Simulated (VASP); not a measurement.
Here is a VASP 6.6.1 calculation.

File INCAR:

```
ALGO = Normal ; EDIFF = 1E-6
ENCUT = 520 ; GGA = PS
ISIF = 2 ; ISMEAR = 0
LASPH = T ; LCHARG = T
LELF = T ; LREAL = F
LVHAR = T ; LWAVE = F
NBANDS = 14 ; NELM = 80
PREC = Accurate ; SIGMA = 0.1
```

The input KPOINTS:

```
k-points
0
Gamma
  14 14 14
```

File POSCAR:

```
TiB
1.0
    0.0000000000      2.5325361754      2.5325361754
    2.5325361754      0.0000000000      2.5325361754
    2.5325361754      2.5325361754      0.0000000000
Ti B
1 1
Direct
    0.7500000000      0.7500000000      0.7500000000
    0.0000000000      0.0000000000      0.0000000000
```

Potentials or basis: VASP PAW PBE potentials, release 64 (Ti_sv, B).

Run with:

```bash
$ cat potpaw_PBE.64/Ti_sv/POTCAR potpaw_PBE.64/B/POTCAR > POTCAR
$ mpirun -np 1 vasp_std > vasp.out
```

**Question.** Predict the pressure.

**Answer.** -8.6 GPa.

Caveat: the PAW data sets were made with another functional, which shifts forces and pressure a little.
